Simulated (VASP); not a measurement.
Here is a VASP 6.6.1 calculation.

The input INCAR:

```
SYSTEM = Al
  ALGO = Normal
  DIPOL = 0.5 0.5 0.500
  EDIFF = 1E-6
  ENCUT = 520
  GGA = PE
  IDIPOL = 3
  ISIF = 2
  ISMEAR = 0
  LASPH = .True.
  LCHARG = .False.
  LDIPOL = .True.
  LREAL = .False.
  LWAVE = .False.
  NBANDS = 22
  NELM = 60
  PREC = Accurate
  SIGMA = 0.1
```

KPOINTS

```
k-points
0
Gamma
  2 2 1
  0 0 0
```

The input POSCAR:

```
Al
1.0
    2.8571513840      0.0000000000      0.0000000000
    0.0000000000      4.0406222370      0.0000000000
    0.0000000000      0.0000000000     25.0000298441
Al
8
Direct
    0.5000000000      0.5000000000      0.2999996419
    0.0000000000      0.0000000000      0.3571426013
    0.5000000000      0.5000000000      0.4142855608
    0.0000000000      0.0000000000      0.4714285203
    0.5000000000      0.5000000000      0.5285714797
    0.0000000000      0.0000000000      0.5857144392
    0.5000000000      0.5000000000      0.6428573987
    0.0000000000      0.0000000000      0.7000003581
```

Potentials or basis: VASP PAW PBE potentials, release 64 (Al).

The run is started by

```sh
$ cat potpaw_PBE.64/Al/POTCAR > POTCAR
$ mpirun -np 1 vasp_std > vasp.out
```

Estimate the band gap on the k mesh.

zero (bands 12 and 13 overlap by 2.10 eV).

What does it give for the largest force?

0.754 eV/Å.

Forces in eV/Å, atoms in the order of the input:
```
Al   0.000  0.000  0.754
Al   0.000  0.000 -0.208
Al   0.000  0.000 -0.146
Al   0.000  0.000  0.000
Al   0.000  0.000  0.000
Al   0.000  0.000  0.146
Al   0.000  0.000  0.208
Al   0.000  0.000 -0.754
```

Caveat: the k points lie up to 1.10 Å⁻¹ apart, too coarse for converged energies and pressures of a metal.
